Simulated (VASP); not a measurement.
Runs of VASP 6.6.1 on ScGaSe. The structure is that of space group P-6m2 (No. 187), or close to it. The cells are those of the table. The cell was built from a structure type or drawn by symmetry, and may not be a known phase.

```tsv
task	cell	k mesh	cutoff (eV)	gap on the mesh (eV)	pressure (GPa)	relaxed volume (Å³/atom)
single point	a = 4.567, b = 4.567, c = 3.397 Å, angles 90.0, 90.0, 120.0°, 3 atoms	12 × 12 × 14	520	none	0.1	-
relaxation of cell and atoms	relaxed from a = 4.277, b = 4.277, c = 4.590 Å, angles 90.0, 90.0, 120.0°, 3 atoms	12 × 12 × 10	600	none	0.0	(a)
relaxation of cell and atoms	relaxed from a = 4.573, b = 4.573, c = 3.385 Å, angles 90.0, 90.0, 120.0°, 3 atoms	12 × 12 × 14	600	none	0.0	20.49
single point	a = 4.573, b = 4.573, c = 3.385 Å, angles 90.0, 90.0, 120.0°, 3 atoms	12 × 12 × 10	520	none	0.1	-
single point	a = 4.277, b = 4.277, c = 4.590 Å, angles 90.0, 90.0, 120.0°, 3 atoms	6 × 6 × 4	520	none	-1.0	-
```

Alike in all rows: level PBE; potentials or basis VASP PAW PBE potentials, release 64 (Sc_sv, Ga_d, Se); no spin polarisation; smearing gaussian 0.1 eV.

Q: Estimate the missing entries.

A: (a) 20.50.

Caveats: the volume moved by over 15 % at a fixed basis, so the end points are rough (at least some runs).

A k mesh can miss the band edges, and the runs leave out spin-orbit coupling on Ga, Se.

A gap of «none» marks levels without a gap at the run's occupations.
